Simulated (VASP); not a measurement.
# B (P-3m1) in VASP: a series of runs

Runs on B. Level: PBE. Tasks: single point, relaxation of cell and atoms.

Everything below comes from runs of VASP 6.6.1. Logs are shortened: lines on timing, memory, paths and dates and some standing lists are left out, and cuts for length are marked.

### 1 The cell of the first run

It takes space group P-3m1 (No. 164, trigonal). Conventional cell: a = 2.771 Å, b = 2.771 Å, c = 4.976 Å, α = 90.00°, β = 90.00°, γ = 120.00°. Within 2.2 Å of B (site symmetry 3m) lie 7 B at 1.68 to 1.85 Å. Within 2.2 Å of B (site symmetry 3m) lie 7 B at 1.68 to 1.99 Å. Within 2.8 Å of B (site symmetry -3m) lie 18 B at 1.99 to 2.77 Å.

The cell was generated, and may not be a known phase.

### 2 Single point, PBE

Contents of INCAR:

```
SYSTEM = B
  ALGO = Normal
  EDIFF = 1E-7
  ENCUT = 520
  GGA = PE
  ISIF = 2
  ISMEAR = 0
  LASPH = .TRUE.
  LCHARG = .FALSE.
  LREAL = .FALSE.
  LWAVE = .FALSE.
  NBANDS = 16
  NELM = 80
  PREC = Accurate
  SIGMA = 0.1
```

Contents of KPOINTS:

```
k-points
0
G
  6 6 4
  0 0 0
```

Contents of POSCAR:

```
B
1.0
    2.7712762508      0.0000000032      0.0000000000
   -1.3856381282      2.3999956325      0.0000000000
    0.0000000000      0.0000000000      4.9757742408
B
5
Direct
    0.3333333333      0.6666666667      0.5748082070
    0.6666666667      0.3333333333      0.7623317202
    0.0000000000      0.0000000000      0.0000000000
    0.3333333333      0.6666666667      0.2376682798
    0.6666666667      0.3333333333      0.4251917930
```

Potentials or basis: VASP PAW PBE potentials, release 64 (B).

The run is started by

```
> cat potpaw_PBE.64/B/POTCAR > POTCAR
> mpirun -np 1 vasp_std > vasp.out
```

OUTCAR:

```text
SYSTEM = B
   EDIFF = 1E-7
   ENCUT = 520
   GGA = PE
   ISIF = 2
   ISMEAR = 0
   LASPH = .TRUE.
   LREAL = .FALSE.
   NELM = 80
   PREC = Accurate

 ion  position               nearest neighbor table
   1  0.333  0.667  0.575-   4 1.68   5 1.76   5 1.76   5 1.76   2 1.85   2 1.85   2 1.85
   2  0.667  0.333  0.762-   5 1.68   1 1.85   1 1.85   1 1.85   3 1.99   3 1.99   3 1.99
   3  0.000  0.000  0.000-   2 1.99   4 1.99   2 1.99   4 1.99   2 1.99   4 1.99
   4  0.333  0.667  0.238-   1 1.68   5 1.85   5 1.85   5 1.85   3 1.99   3 1.99   3 1.99
   5  0.667  0.333  0.425-   2 1.68   1 1.76   1 1.76   1 1.76   4 1.85   4 1.85   4 1.85

  LATTYP: Found a hexagonal cell.
 ALAT       =     2.7712762508
 C/A-ratio  =     1.7954811396

  Lattice vectors:

 A1 = (   2.7712762508,   0.0000000032,   0.0000000000)
 A2 = (  -1.3856381282,   2.3999956325,   0.0000000000)
 A3 = (   0.0000000000,   0.0000000000,   4.9757742408)

Analysis of symmetry for initial positions (statically):
=====================================================================
 Subroutine PRICEL returns:
 Original cell was already a primitive cell.

 Routine SETGRP: Setting up the symmetry group for a
 hexagonal supercell.

 Subroutine GETGRP returns: Found 12 space group operations
 (whereof 12 operations were pure point group operations)
 out of a pool of 24 trial point group operations.

The static configuration has the point symmetry D_3d.

Analysis of symmetry for dynamics (positions and initial velocities):
=====================================================================
 Subroutine PRICEL returns:
 Original cell was already a primitive cell.

 Routine SETGRP: Setting up the symmetry group for a
 hexagonal supercell.

 Subroutine GETGRP returns: Found 12 space group operations
 (whereof 12 operations were pure point group operations)
 out of a pool of 24 trial point group operations.

The dynamic configuration has the point symmetry D_3d.

 Subroutine INISYM returns: Found 12 space group operations
 (whereof 12 operations are pure point group operations),
 and found     1 'primitive' translations

----------------------------------------------------------------------------------------

                                     Primitive cell

  volume of cell :      33.0941

  direct lattice vectors                    reciprocal lattice vectors
[... 94 lines left out ...]
   EDIFFG = 0.1E-05   stopping-criterion for IOM
   NSW    =      0    number of steps for IOM
   IBRION =     -1    ionic relax: 0-MD 1-quasi-New 2-CG
   NFREE  =      0    steps in history (QN), initial steepest desc. (CG)
   ISIF   =      2    stress and relaxation
   ISYM   =      2    0-nonsym 1-usesym 2-fastsym
   POTIM  = 0.5000    time-step for ionic-motion
   TEBEG  =    0.0;   TEEND  =   0.0 temperature during run
   PSTRESS=    0.0 pullay stress
   NELECT =      15.0000    total number of electrons
   NUPDOWN=      -1.0000    fix difference up-down
   EMIN   =  10.00;   EMAX   =-10.00  energy-range for DOS
   EFERMI =   0.00;   METHOD = LEGACY
   ISMEAR =     0;   SIGMA  =   0.10  broadening in eV -4-tet -1-fermi 0-gaus
   EFERMI_NEDOS =   21; number of points for ismear=-14 and -15
   IALGO  =     38    algorithm
   IMIX   =      4    mixing-type and parameters
     AMIX     =   0.40;   BMIX     =  1.00
     AMIX_MAG =   1.60;   BMIX_MAG =  1.00
  volume/ion in A,a.u.               =       6.62        44.67
  Fermi-wavevector in a.u.,A,eV,Ry     =   1.257539  2.376405 21.516326  1.581405
  Thomas-Fermi vector in A             =   2.391193
   LORBIT       =      0    0 simple, 1 ext, 2 COOP (PROOUT), +10 PAW based schemes
   GGA     = PE    functional components
   LHFCALC =     F    Hartree Fock is set to
   AEXX    =    0.0000 exact exchange contribution
   IVDW    =     0    specifies the selected vdW correction
   LEPSILON=     F    determine dielectric tensor
   LRPA    =     F    only Hartree local field effects (RPA)
 non-spin polarized calculation
 Gauss-broadening in eV      SIGMA  =   0.10
  energy-cutoff  :      520.00
  volume of cell :       33.09
 maximum number of plane-waves:       900
 NGX is ok and might be reduce to    24
   NGX = 11   NGY = 11   NGZ = 19

 number of electron      15.0000000 magnetization

 Free energy of the ion-electron system (eV)
  ---------------------------------------------------
  ext. energy  EPLUGINS =         0.00000000
  ---------------------------------------------------
  free energy    TOTEN  =       -30.49171808 eV

  energy without entropy =      -30.48863297  energy(sigma->0) =      -30.49017552

 E-fermi :   7.1948     XC(G=0): -12.3055

 val. band max:        7.1381014407   @ k =   0.3333   0.0000   0.5000
 cond. band min:       7.2933911438   @ k =   0.1667   0.0000   0.5000
 fundamental gap:      0.1552897031
 Fermi energy:         7.1948107461

 k-point     1 :       0.0000    0.0000    0.0000
  band No.  band energies     occupation
      1      -9.3389      2.00000
      2      -4.1155      2.00000
      3      -3.9630      2.00000
      4       6.6533      2.00000
      5       6.6533      2.00000
      6       6.7672      2.00000
[... 433 lines left out ...]
      3      -1.1235      2.00000
      4       0.1475      2.00000
      5       0.1475      2.00000
      6       0.5269      2.00000
[... 8 lines left out ...]
     15      20.3554      0.00000
     16      21.3196      0.00000

------------------------ aborting loop because EDIFF is reached ----------------------------------------

  FORCE on cell =-STRESS in cart. coord.  units (eV):
  Direction    XX          YY          ZZ          XY          YZ          ZX
  --------------------------------------------------------------------------------------
  -------------------------------------------------------------------------------------
  Total        0.0069178      0.0069178      0.0392746     -0.0000000      0.0000000      0.0000000
  in kB        0.3349098      0.3349098      1.9013893     -0.0000000      0.0000000      0.0000000
  external PRESSURE =       0.8570696 kB  Pullay stress =       0.0000000 kB

 VOLUME and BASIS-vectors are now :
 -----------------------------------------------------------------------------
  energy-cutoff  :      520.00
  volume of cell :       33.09
      direct lattice vectors                 reciprocal lattice vectors
     2.771276251  0.000000003  0.000000000     0.360844574  0.208333713  0.000000000
    -1.385638128  2.399995633  0.000000000    -0.000000000  0.416667425  0.000000000
     0.000000000  0.000000000  4.975774241     0.000000000  0.000000000  0.200973748

 POSITION                                       TOTAL-FORCE (eV/Angst)
 -----------------------------------------------------------------------------------
     -0.00000      1.60000      2.86012         0.000000     -0.000000      0.014643
      1.38564      0.80000      3.79319        -0.000000      0.000000      0.013416
      0.00000      0.00000      0.00000         0.000000     -0.000000      0.000000
     -0.00000      1.60000      1.18258         0.000000     -0.000000     -0.013416
      1.38564      0.80000      2.11566        -0.000000      0.000000     -0.014643
 -----------------------------------------------------------------------------------
    total drift:                                0.000000     -0.000000     -0.000000

  FREE ENERGIE OF THE ION-ELECTRON SYSTEM (eV)
  ---------------------------------------------------
  free  energy   TOTEN  =       -30.4917180826 eV

  energy  without entropy=      -30.4886329664  energy(sigma->0) =      -30.49017552
```

stdout:

```text
POSCAR found type information on POSCAR B
 POSCAR found :  1 types and       5 ions
 scaLAPACK will be used
 LDA part: xc-table for (Slater+PW92), standard interpolation
 POSCAR, INCAR and KPOINTS ok, starting setup
 FFT: planning ... GRIDC
 FFT: planning ... GRID_SOFT
 FFT: planning ... GRID
 WAVECAR not read
 entering main loop
```

Run time: 21 s. Hardware: 1 thread of Intel Xeon 8259CL, shared host; peak memory 0.15 GiB.

Results:

```
Free energy            : -30.4917 eV
Pressure               : 0.1 GPa
Largest force          : 0.015 eV/Å
Band gap on the k mesh : zero (an odd number of electrons rules out a gap without spin polarisation)
```

Forces in eV/Å, atoms in the order of the input:
```
B    0.000  0.000  0.015
B    0.000  0.000  0.013
B    0.000  0.000  0.000
B    0.000  0.000 -0.013
B    0.000  0.000 -0.015
```

Stress tensor (GPa, compression positive):
```
0.03 0.00 0.00
0.00 0.03 0.00
0.00 0.00 0.19
```

Levels at points of the mesh, in eV from the Fermi level:
| k point | band 5 | band 6 | band 7 | band 8 | band 9 | band 10 |
| --- | --- | --- | --- | --- | --- | --- |
| (0.00, 0.00, 0.00) | -0.54 | -0.43 | 3.12 | 3.12 | 4.21 | 6.48 |
| (0.50, 0.00, 0.00) | -5.55 | -4.57 | -4.05 | 2.33 | 2.37 | 4.10 |
| (0.00, 0.00, 0.50) | -0.46 | -0.46 | 4.11 | 4.11 | 4.36 | 4.36 |
| (0.50, 0.00, 0.50) | -3.61 | -3.42 | -1.47 | -0.65 | 1.19 | 3.53 |

Caveat: the k points lie up to 0.44 Å⁻¹ apart, too coarse for converged energies and pressures of a metal.

### 3 Single point, PBE

This run uses another cell than the first one, of 7.32 Å³/atom.

Contents of INCAR:

```
  PREC = Accurate
  ENCUT = 520
  EDIFF = 1E-6
  ISMEAR = 0
  SIGMA = 0.1
  LREAL = F
  LASPH = T
  NELM = 100
  ALGO = Normal
  ISIF = 2
  LWAVE = F
  LCHARG = T
  GGA = PE
  LELF = T
  LVHAR = T
  NBANDS = 16
```

Contents of KPOINTS:

```
Automatic mesh
0
Gamma
  6 6 4
```

Contents of POSCAR:

```
B
1.0
    2.4741264900      0.0000000000      0.0000000000
   -1.2370632500      2.1426563900      0.0000000000
    0.0000000000      0.0000000000      6.9036879000
B
5
Direct
    0.3333333300      0.6666666700      0.6000000000
    0.6666666700      0.3333333300      0.8000000000
    0.0000000000      0.0000000000      0.0000000000
    0.3333333300      0.6666666700      0.2000000000
    0.6666666700      0.3333333300      0.4000000000
```

Potentials or basis: VASP PAW PBE potentials, release 64 (B).

The run is started by

```
> cat potpaw_PBE.64/B/POTCAR > POTCAR
> mpirun -np 1 vasp_std > vasp.out
```

It took 22 s on 1 thread of Intel Xeon 8259CL, shared host; peak memory 0.14 GiB.

Results (log left out):

```yaml
Free_energy: -26.8351 eV
Pressure: -21.9 GPa
Largest_force: 0.387 eV/Å
Band_gap_on_the_k_mesh: zero (an odd number of electrons rules out a gap without spin polarisation)
```

Forces in eV/Å, atoms in the order of the input:
```
B    0.000  0.000 -0.245
B    0.000  0.000  0.387
B    0.000  0.000  0.000
B    0.000  0.000 -0.387
B    0.000  0.000  0.245
```

Stress tensor (GPa, compression positive):
```
-18.57   0.00   0.00
  0.00 -18.57   0.00
  0.00   0.00 -28.65
```

Levels at points of the mesh, in eV from the Fermi level:
```csv
k point,band 3,band 4,band 5,band 6,band 7,band 8,band 9,band 10,band 11,band 12
"(0.00, 0.00, 0.00)",-13.29,-6.10,-6.08,5.61,5.61,6.15,6.15,8.43,8.49,8.49
"(0.50, 0.00, 0.00)",-7.61,-7.20,-6.60,-5.49,-0.43,0.64,0.78,1.28,3.03,3.54
"(0.00, 0.00, 0.50)",-10.20,-10.16,-3.06,4.67,5.47,5.47,6.94,6.94,7.03,7.03
"(0.50, 0.00, 0.50)",-8.62,-8.39,-5.34,-3.83,-2.69,-1.35,1.41,1.56,3.55,4.98
```

Caveat: the k points lie up to 0.49 Å⁻¹ apart, too coarse for converged energies and pressures of a metal.

### 4 Relaxation of cell and atoms, PBE

This run uses another cell than the first one, of 7.32 Å³/atom.

Contents of INCAR:

```
SYSTEM = B
PREC = Accurate ; ENCUT = 600
EDIFF = 1E-6 ; ISMEAR = 0
SIGMA = 0.1 ; LREAL = .FALSE.
LASPH = .TRUE. ; NELM = 100
ALGO = Normal ; ISIF = 3
LWAVE = .FALSE. ; LCHARG = .FALSE.
GGA = PE ; IBRION = 2
NSW = 90 ; EDIFFG = -0.04
```

Contents of KPOINTS:

```
Automatic mesh
0
G
  6 6 4
  0 0 0
```

POSCAR is that of step 3.

Potentials or basis: VASP PAW PBE potentials, release 64 (B).

The run is started by

```
> cat potpaw_PBE.64/B/POTCAR > POTCAR
> mpirun -np 1 vasp_std > vasp.out
```

OUTCAR:

```text
SYSTEM = B
   PREC = Accurate
   ENCUT = 600
   EDIFF = 1E-6
   ISMEAR = 0
   LREAL = .FALSE.
   LASPH = .TRUE.
   NELM = 100
   ISIF = 3
   GGA = PE
   IBRION = 2
   NSW = 90
   EDIFFG = -0.04

 ion  position               nearest neighbor table
   1  0.333  0.667  0.600-   2 1.99   5 1.99   2 1.99   5 1.99   2 1.99   5 1.99
   2  0.667  0.333  0.800-   1 1.99   1 1.99   3 1.99   3 1.99   3 1.99   1 1.99
   3  0.000  0.000  0.000-   2 1.99   4 1.99   2 1.99   4 1.99   2 1.99   4 1.99
   4  0.333  0.667  0.200-   5 1.99   5 1.99   3 1.99   3 1.99   3 1.99   5 1.99
   5  0.667  0.333  0.400-   4 1.99   1 1.99   4 1.99   1 1.99   4 1.99   1 1.99

  LATTYP: Found a hexagonal cell.
 ALAT       =     2.4741264900
 C/A-ratio  =     2.7903536573

  Lattice vectors:

 A1 = (   2.4741264900,   0.0000000000,   0.0000000000)
 A2 = (  -1.2370632500,   2.1426563900,   0.0000000000)
 A3 = (   0.0000000000,   0.0000000000,   6.9036879000)

Analysis of symmetry for initial positions (statically):
=====================================================================
 Subroutine PRICEL returns:
 Original cell was already a primitive cell.

 Routine SETGRP: Setting up the symmetry group for a
 hexagonal supercell.

 Subroutine GETGRP returns: Found 12 space group operations
 (whereof 12 operations were pure point group operations)
 out of a pool of 24 trial point group operations.

The static configuration has the point symmetry D_3d.
[... 174 lines left out ...]
  -------------------------------------------------------------------------------------
  Total       -4.2519921     -4.2519921     -6.5548922      0.0000000     -0.0000000     -0.0000000
  in kB     -186.1433170   -186.1433166   -286.9594660      0.0000004     -0.0000000     -0.0000000
  external PRESSURE =    -219.7486999 kB  Pullay stress =       0.0000000 kB
[... 98 lines left out ...]
  FREE ENERGIE OF THE ION-ELECTRON SYSTEM (eV)
  ---------------------------------------------------
  free  energy   TOTEN  =       -27.1750997248 eV

  energy  without entropy=      -27.1683010429  energy(sigma->0) =      -27.17170038

[... ionic steps 4 to 29 ...]

--------------------------------------- Ionic step       30  -------------------------------------------

 number of electron      15.0000000 magnetization

------------------------ aborting loop because EDIFF is reached ----------------------------------------
[... 73 lines left out ...]
--------------------------------------- Ionic step       32  -------------------------------------------

 number of electron      15.0000000 magnetization

 Free energy of the ion-electron system (eV)
  ---------------------------------------------------
  ext. energy  EPLUGINS =         0.00000000
  ---------------------------------------------------
  free energy    TOTEN  =       -30.49462185 eV

  energy without entropy =      -30.49154601  energy(sigma->0) =      -30.49308393

 E-fermi :   7.1860     XC(G=0): -12.3038

 val. band max:        7.1289916398   @ k =   0.3333   0.0000   0.5000
 cond. band min:       7.2850606480   @ k =   0.1667   0.0000   0.5000
 fundamental gap:      0.1560690082
 Fermi energy:         7.1860100977

 k-point     1 :       0.0000    0.0000    0.0000
  band No.  band energies     occupation
      1      -9.3385      2.00000
      2      -4.1143      2.00000
      3      -3.9613      2.00000
      4       6.6483      2.00000
      5       6.6483      2.00000
      6       6.7754      2.00000
      7      10.3106      0.00000
      8      10.3106      0.00000
      9      11.3897      0.00000
     10      13.6556      0.00000
     11      13.6556      0.00000
[... 352 lines left out ...]
  FREE ENERGIE OF THE ION-ELECTRON SYSTEM (eV)
  ---------------------------------------------------
  free  energy   TOTEN  =       -30.4946218547 eV

  energy  without entropy=      -30.4915460114  energy(sigma->0) =      -30.49308393

 reached required accuracy - stopping structural energy minimisation
```

CONTCAR:

```text
B
   1.00000000000000
     2.7720682430444974   -0.0000000006611478    0.0000000000000004
    -1.3860341276969355    2.4006815164359501   -0.0000000000000005
     0.0000000000000006    0.0000000000000002    4.9750871381541719
  B
     5
Direct
     0.3333333300000021    0.6666666699999979    0.5751063111151450
     0.6666666699999979    0.3333333300000021    0.7622310392091296
     0.0000000000000000    0.0000000000000000    0.0000000000000000
     0.3333333300000021    0.6666666699999979    0.2377689607908706
     0.6666666699999979    0.3333333300000021    0.4248936888848552

  0.00000000E+00  0.00000000E+00  0.00000000E+00
  0.00000000E+00  0.00000000E+00  0.00000000E+00
  0.00000000E+00  0.00000000E+00  0.00000000E+00
  0.00000000E+00  0.00000000E+00  0.00000000E+00
  0.00000000E+00  0.00000000E+00  0.00000000E+00
```

Run time: 5.2 min. Hardware: 1 thread of Intel Xeon 8259CL, shared host; peak memory 0.15 GiB.

What came out:

```yaml
Free_energy: -30.4946 eV
Relaxed_volume: 6.62 Å³/atom
Relaxed_cell: a = 2.772 Å, b = 2.772 Å, c = 4.975 Å, α = 90.00°, β = 90.00°, γ = 120.00°
Space_group_after_relaxing_to_0.1_Å: P-3m1 (No. 164)
Energy_gained_by_relaxing: 731.0 meV/atom
Ionic_steps: 32
Pressure_after_relaxing: 0.0 GPa
Largest_force_after_relaxing: 0.017 eV/Å
Band_gap_on_the_k_mesh: zero (an odd number of electrons rules out a gap without spin polarisation)
```

Forces in eV/Å, atoms in the order of the input:
```
B    0.000  0.000 -0.014
B    0.000  0.000  0.017
B    0.000  0.000  0.000
B    0.000  0.000 -0.017
B    0.000  0.000  0.014
```

Step by step:
```csv
step,energy change (eV),largest force (eV/Å),pressure (GPa),volume (Å³)
1,0.0000,0.3866,-21.97,36.60
2,-0.3134,0.4545,7.95,31.53
3,-0.3354,0.4120,0.70,32.45
4,-0.3490,0.2006,0.83,32.44
5,-0.3526,0.0825,1.09,32.44
6,-0.3584,0.1079,0.25,32.67
7,-0.3590,0.1538,0.00,32.74
8,-0.3630,0.0470,-0.09,32.79
9,-0.3639,0.1175,-0.24,32.83
10,-0.3679,0.1796,0.17,32.80
11,-0.4087,0.4657,1.08,32.69
12,-0.6772,1.0814,1.86,32.40
13,-2.1678,1.8009,7.74,31.55
14,-1.8075,5.0236,57.40,28.63
15,-3.0383,2.1618,13.83,30.80
16,-3.3452,0.3888,27.23,29.82
17,-3.3764,0.8836,24.39,29.98
18,-3.4234,0.8431,21.32,30.28
19,-3.5322,0.7304,12.81,31.16
20,-3.6168,0.5557,-1.52,32.98
21,-3.6244,0.4379,-1.04,32.97
22,-3.6374,0.0619,0.45,32.92
23,-3.6387,0.1206,1.06,32.90
24,-3.6463,0.0405,0.51,32.96
25,-3.6508,0.2988,-0.59,33.10
26,-3.6518,0.2278,-0.22,33.05
27,-3.6519,0.2422,-0.30,33.06
28,-3.6538,0.1383,0.04,33.07
29,-3.6538,0.1308,0.07,33.07
30,-3.6546,0.0567,0.19,33.08
31,-3.6547,0.0674,0.23,33.08
32,-3.6549,0.0172,-0.03,33.11
```

Final structure:
```yaml
crystal:
  lattice:
    - [2.77207, 0.00000, 0.00000]
    - [-1.38603, 2.40068, 0.00000]
    - [0.00000, 0.00000, 4.97509]
  atoms:
    - { symbol: B, position: [0.33333, 0.66667, 0.57511] }
    - { symbol: B, position: [0.66667, 0.33333, 0.76223] }
    - { symbol: B, position: [0.00000, 0.00000, 0.00000] }
    - { symbol: B, position: [0.33333, 0.66667, 0.23777] }
    - { symbol: B, position: [0.66667, 0.33333, 0.42489] }
```

Caveat: the k points lie up to 0.44 Å⁻¹ apart in the final cell, too coarse for converged energies and pressures of a metal; a cell axis changed by over 15 % at a fixed basis, so the end point is rough.

(Part 1 of 2 ends here.)

The gap in the log of VASP goes by the Fermi energy; the results here count the filled bands.